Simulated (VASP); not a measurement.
Input of a VASP 6.6.1 run:

Contents of INCAR:

```
SYSTEM = HRh8
PREC = Accurate
ENCUT = 520
EDIFF = 1E-6
ISMEAR = 0
SIGMA = 0.1
LREAL = .FALSE.
LASPH = .TRUE.
NELM = 100
ALGO = Normal
ISIF = 2
LWAVE = .FALSE.
LCHARG = .FALSE.
LDIPOL = .TRUE.
IDIPOL = 3
DIPOL = 0.5 0.5 0.305
GGA = PE
IVDW = 12
NBANDS = 70
```

The input KPOINTS:

```
Automatic mesh
0
G
  5 7 1
  0 0 0
```

POSCAR

```
HRh8
1.0
    5.3650160441      0.0000000000      0.0000000000
    0.0000000000      3.7936392259      0.0000000000
    0.0000000000      0.0000000000     21.2400770646
Rh H
8 1
Direct
    0.2500000000      0.5000000000      0.1883232338
    0.7500000000      0.5000000000      0.1883232338
    0.0000000000      0.0000000000      0.2514705570
    0.5000000000      0.0000000000      0.2514705570
    0.2500000000      0.5000000000      0.3153506346
    0.7500000000      0.5000000000      0.3153506346
    0.0000000000      0.0000000000      0.3738252475
    0.5000000000      0.0000000000      0.3738252475
    0.0833333333      0.3750000000      0.4915272686
```

Potentials or basis: VASP PAW PBE potentials, release 64 (Rh_pv, H).

Launch:

```bash
$ cat potpaw_PBE.64/Rh_pv/POTCAR potpaw_PBE.64/H/POTCAR > POTCAR
$ mpirun -np 1 vasp_std > vasp.out
```

Problem. What does it give for the dispersion energy per atom?

Solution. -0.348 eV.

Problem. Estimate the band gap on the k mesh.

Solution. Zero (an odd number of electrons rules out a gap without spin polarisation).

Problem. Predict the largest force.

Solution. 1.315 eV/Å.

Forces in eV/Å, atoms in the order of the input:
```
Rh  -0.018  0.010  0.668
Rh   0.008  0.023  0.659
Rh  -0.014 -0.043 -0.672
Rh   0.018  0.009 -0.538
Rh   0.017  0.000 -0.126
Rh  -0.014  0.035 -0.076
Rh   0.187  0.383  1.189
Rh  -0.066 -0.018  0.142
H   -0.118 -0.398 -1.247
```
